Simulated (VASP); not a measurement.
# V (Im-3m) in VASP: notebook, part 2 of 3

VASP 6.6.1. Earlier steps stand in the parts before.

## (3) Single point, PBE

Contents of INCAR:

```
SYSTEM = V
ALGO = Normal
EDIFF = 1E-7
ENCUT = 520
GGA = PE
ISIF = 2
ISMEAR = -1
LASPH = .TRUE.
LCHARG = .FALSE.
LREAL = .FALSE.
LWAVE = .FALSE.
NBANDS = 12
NELM = 80
PREC = Accurate
SIGMA = 0.1
```

Contents of KPOINTS:

```
k-points
0
G
  12 12 12
  0 0 0
```

Contents of POSCAR:

```
V
1.0
   -1.4991761207      1.4991761207      1.4991761207
    1.4991761207     -1.4991761207      1.4991761207
    1.4991761207      1.4991761207     -1.4991761207
V
1
Direct
    0.0000000000      0.0000000000      0.0000000000
```

Potentials or basis: VASP PAW PBE potentials, release 64 (V_sv).

Run with:

```console
$ cat potpaw_PBE.64/V_sv/POTCAR > POTCAR
$ mpirun -np 1 vasp_std > vasp.out
```

OUTCAR:

```text
SYSTEM = V
   EDIFF = 1E-7
   ENCUT = 520
   GGA = PE
   ISIF = 2
   ISMEAR = -1
   LASPH = .TRUE.
   LREAL = .FALSE.
   NELM = 80
   PREC = Accurate

 ion  position               nearest neighbor table
   1  0.000  0.000  0.000-

  LATTYP: Found a body centered cubic cell.
 ALAT       =     2.9983522414

  Lattice vectors:

 A1 = (  -1.4991761207,   1.4991761207,   1.4991761207)
 A2 = (   1.4991761207,  -1.4991761207,   1.4991761207)
 A3 = (   1.4991761207,   1.4991761207,  -1.4991761207)

Analysis of symmetry for initial positions (statically):
=====================================================================
 Subroutine PRICEL returns:
 Original cell was already a primitive cell.

 Routine SETGRP: Setting up the symmetry group for a
 body centered cubic supercell.

 Subroutine GETGRP returns: Found 48 space group operations
 (whereof 48 operations were pure point group operations)
 out of a pool of 48 trial point group operations.

The static configuration has the point symmetry O_h .

Analysis of symmetry for dynamics (positions and initial velocities):
=====================================================================
 Subroutine PRICEL returns:
 Original cell was already a primitive cell.

 Routine SETGRP: Setting up the symmetry group for a
 body centered cubic supercell.

 Subroutine GETGRP returns: Found 48 space group operations
 (whereof 48 operations were pure point group operations)
 out of a pool of 48 trial point group operations.

The dynamic configuration has the point symmetry O_h .

 Subroutine INISYM returns: Found 48 space group operations
 (whereof 48 operations are pure point group operations),
 and found     1 'primitive' translations

----------------------------------------------------------------------------------------

                                     Primitive cell

  volume of cell :      13.4778

  direct lattice vectors                    reciprocal lattice vectors
    -1.499176121  1.499176121  1.499176121     0.000000000  0.333516518  0.333516518
     1.499176121 -1.499176121  1.499176121     0.333516518  0.000000000  0.333516518
     1.499176121  1.499176121 -1.499176121     0.333516518  0.333516518  0.000000000

  length of vectors
     2.596649211  2.596649211  2.596649211     0.471663583  0.471663583  0.471663583

  position of ions in fractional coordinates (direct lattice)
     0.000000000  0.000000000  0.000000000

  ion indices of the primitive-cell ions
   primitive index   ion index
                 1           1

----------------------------------------------------------------------------------------

 KPOINTS: k-points

Automatic generation of k-mesh.
 Grid dimensions read from file:
 generate k-points for:   12   12   12

 Generating k-lattice:

  Cartesian coordinates                     Fractional coordinates (reciprocal lattice)
     0.000000000  0.027793043  0.027793043     0.083333333  0.000000000  0.000000000
     0.027793043  0.000000000  0.027793043     0.000000000  0.083333333  0.000000000
     0.027793043  0.027793043  0.000000000     0.000000000  0.000000000  0.083333333

  Length of vectors
     0.039305299  0.039305299  0.039305299

  Shift w.r.t. Gamma in fractional coordinates (k-lattice)
     0.000000000  0.000000000  0.000000000

 Subroutine IBZKPT returns following result:
 ===========================================

 Found     72 irreducible k-points:

 Following reciprocal coordinates:
            Coordinates               Weight
  0.000000  0.000000  0.000000      1.000000
  0.083333  0.000000  0.000000     12.000000
  0.166667  0.000000  0.000000     12.000000
  0.250000  0.000000  0.000000     12.000000
  0.333333  0.000000  0.000000     12.000000
  0.416667  0.000000  0.000000     12.000000
[... 16 lines left out ...]
  0.333333  0.083333  0.083333     24.000000
  0.416667  0.083333  0.083333     12.000000
 [... further k-points ...]
   k-points           NKPTS =     72   k-points in BZ     NKDIM =     72   number of bands    NBANDS=     12
   number of dos      NEDOS =    301   number of ions     NIONS =      1
   total plane-waves  NPLWV =   8000
   dimension x,y,z NGX =    20 NGY =   20 NGZ =   20
   dimension x,y,z NGXF=    40 NGYF=   40 NGZF=   40
   ions per type =               1
   NGX,Y,Z   is equivalent  to a cutoff of  12.80, 12.80, 12.80 a.u.
   NGXF,Y,Z  is equivalent  to a cutoff of  25.61, 25.61, 25.61 a.u.
 SYSTEM =  V
   PREC   = accura    normal or accurate (medium, high low for compatibility)
   ISTART =      0    job   : 0-new  1-cont  2-samecut
   ICHARG =      2    charge: 1-file 2-atom 10-const
   ISPIN  =      1    spin polarized calculation?
   LNONCOLLINEAR =      F non collinear calculations
   LSORBIT =      F    spin-orbit coupling
   LASPH  =      T    aspherical Exc in radial PAW
   ENCUT  =  520.0 eV  38.22 Ry    6.18 a.u.   4.83  4.83  4.83*2*pi/ulx,y,z
   NELM   =     80;   NELMIN=  2; NELMDL= -5     # of ELM steps
   EDIFF  = 0.1E-06   stopping-criterion for ELM
   LREAL  =      F    real-space projection
   EDIFFG = 0.1E-05   stopping-criterion for IOM
   NSW    =      0    number of steps for IOM
   IBRION =     -1    ionic relax: 0-MD 1-quasi-New 2-CG
   NFREE  =      0    steps in history (QN), initial steepest desc. (CG)
   ISIF   =      2    stress and relaxation
   ISYM   =      2    0-nonsym 1-usesym 2-fastsym
   POTIM  = 0.5000    time-step for ionic-motion
   TEBEG  =    0.0;   TEEND  =   0.0 temperature during run
   PSTRESS=    0.0 pullay stress
   NELECT =      13.0000    total number of electrons
   NUPDOWN=      -1.0000    fix difference up-down
   EMIN   =  10.00;   EMAX   =-10.00  energy-range for DOS
   EFERMI =   0.00;   METHOD = LEGACY
   ISMEAR =    -1;   SIGMA  =   0.10  broadening in eV -4-tet -1-fermi 0-gaus
   EFERMI_NEDOS =   21; number of points for ismear=-14 and -15
   IALGO  =     38    algorithm
   IMIX   =      4    mixing-type and parameters
     AMIX     =   0.40;   BMIX     =  1.00
     AMIX_MAG =   1.60;   BMIX_MAG =  1.00
  volume/ion in A,a.u.               =      13.48        90.95
  Fermi-wavevector in a.u.,A,eV,Ry     =   1.617521  3.056672 35.597938  2.616375
  Thomas-Fermi vector in A             =   2.711933
   LORBIT       =      0    0 simple, 1 ext, 2 COOP (PROOUT), +10 PAW based schemes
   GGA     = PE    functional components
   LHFCALC =     F    Hartree Fock is set to
   AEXX    =    0.0000 exact exchange contribution
   IVDW    =     0    specifies the selected vdW correction
   LEPSILON=     F    determine dielectric tensor
   LRPA    =     F    only Hartree local field effects (RPA)
 non-spin polarized calculation
  energy-cutoff  :      520.00
  volume of cell :       13.48
 maximum number of plane-waves:       371
   NGX =  9   NGY =  9   NGZ =  9

 number of electron      12.9999990 magnetization

 Free energy of the ion-electron system (eV)
  ---------------------------------------------------
  ext. energy  EPLUGINS =         0.00000000
  ---------------------------------------------------
  free energy    TOTEN  =        -9.01833618 eV

  energy without entropy =       -8.95722398  energy(sigma->0) =       -8.98778008

 E-fermi :   9.7208     XC(G=0): -12.9000

 val. band max:        9.6941644043   @ k =  -0.1667   0.2500   0.0833
 cond. band min:       9.7384701897   @ k =  -0.3333   0.3333   0.1667
 fundamental gap:      0.0443057854
 Fermi energy:         9.7208440802

 k-point     1 :       0.0000    0.0000    0.0000
  band No.  band energies     occupation
      1     -54.0078      2.00000
      2     -27.3101      2.00000
      3     -27.3101      2.00000
      4     -27.3101      2.00000
      5       3.1147      2.00000
      6      10.1202      0.03621
      7      10.1202      0.03621
      8      10.1202      0.03621
      9      12.1293      0.00000
     10      12.1293      0.00000
     11      30.1809      0.00000
     12      30.1809      0.00000

 k-point     2 :       0.0833    0.0000    0.0000
  band No.  band energies     occupation
      1     -53.9948      2.00000
      2     -27.3728      2.00000
      3     -27.3292      2.00000
      4     -27.3105      2.00000
      5       3.3936      2.00000
      6      10.0022      0.11315
      7      10.0913      0.04806
      8      10.3189      0.00504
      9      11.9995      0.00000
     10      12.1374      0.00000
     11      29.6806      0.00000
     12      30.1197      0.00000
[... 316 lines left out ...]
 k-point    24 :       0.4167    0.0833    0.0833
  band No.  band energies     occupation
      1     -53.8066      2.00000
      2     -28.1465      2.00000
      3     -27.6321      2.00000
      4     -27.3746      2.00000
      5       6.9852      2.00000
      6       8.4912      1.99999
      7      10.4158      0.00192
      8      12.2262      0.00000
      9      12.5053      0.00000
     10      15.1469      0.00000
     11      19.7937      0.00000
     12      24.7450      0.00000

 [... further k-points ...]
[... 5 lines left out ...]
  --------------------------------------------------------------------------------------
  -------------------------------------------------------------------------------------
  Total        0.0206921      0.0206921      0.0206921     -0.0000000     -0.0000000     -0.0000000
  in kB        2.4597911      2.4597911      2.4597911     -0.0000000     -0.0000000     -0.0000000
  external PRESSURE =       2.4597911 kB  Pullay stress =       0.0000000 kB

 VOLUME and BASIS-vectors are now :
 -----------------------------------------------------------------------------
  energy-cutoff  :      520.00
  volume of cell :       13.48
      direct lattice vectors                 reciprocal lattice vectors
    -1.499176121  1.499176121  1.499176121     0.000000000  0.333516518  0.333516518
     1.499176121 -1.499176121  1.499176121     0.333516518  0.000000000  0.333516518
     1.499176121  1.499176121 -1.499176121     0.333516518  0.333516518  0.000000000

 POSITION                                       TOTAL-FORCE (eV/Angst)
 -----------------------------------------------------------------------------------
      0.00000      0.00000      0.00000         0.000000      0.000000     -0.000000
 -----------------------------------------------------------------------------------
    total drift:                                0.000000     -0.000000      0.000000

  FREE ENERGIE OF THE ION-ELECTRON SYSTEM (eV)
  ---------------------------------------------------
  free  energy   TOTEN  =        -9.0183361803 eV

  energy  without entropy=       -8.9572239800  energy(sigma->0) =       -8.98778008
```

It took 15 s on 1 thread of AMD EPYC 7R43 (Zen 3), shared host; peak memory 0.09 GiB.

What came out:

```
Free energy : -9.0183 eV
Pressure    : 0.2 GPa
```

(Continued in part 3 of 3.)
